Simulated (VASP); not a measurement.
BaIn15O24 (a cell with a defect), 40 atoms in the cell. The cell holds a defect, 40 atoms: a = 7.971 Å, b = 7.971 Å, c = 7.971 Å, α = 87.00°, β = 87.00°, γ = 87.00°. 

| Property | Result |
| --- | --- |
| Program | VASP 6.6.1 |
| Task | single point |
| Functional | PBE |
| Potentials or basis | VASP PAW PBE potentials, release 64 (Ba_sv, In_d, O) |
| Cutoff | 520 eV |
| k mesh | 3 × 3 × 3 |
| Occupations | fermi-dirac, width 0.01 eV |
| Spin | no spin polarisation |
| Dipole correction | no |
| Charge | -1 |
| Further INCAR settings | LREAL = Auto; ALGO = Normal; EDIFF = 1e-06; NBANDS = 200; NELECT = 350.0 |

Potentials or basis: VASP PAW PBE potentials, release 64 (Ba_sv, In_d, O).

Run with:

```console
$ cat potpaw_PBE.64/Ba_sv/POTCAR potpaw_PBE.64/In_d/POTCAR potpaw_PBE.64/O/POTCAR > POTCAR
$ mpirun -np 1 vasp_std > vasp.out
```

Hardware: 1 thread of Intel(R) Xeon(R) Platinum 8259CL CPU @ 2.50GHz (Skylake/Cascade Lake), with other jobs on the host.

Estimate the wall time of this run.

It took 23 min on 1 thread of Intel(R) Xeon(R) Platinum 8259CL CPU @ 2.50GHz (Skylake/Cascade Lake), with other jobs on the host, peak memory 0.73 GiB. Counts: scf iterations 18, k points 6.
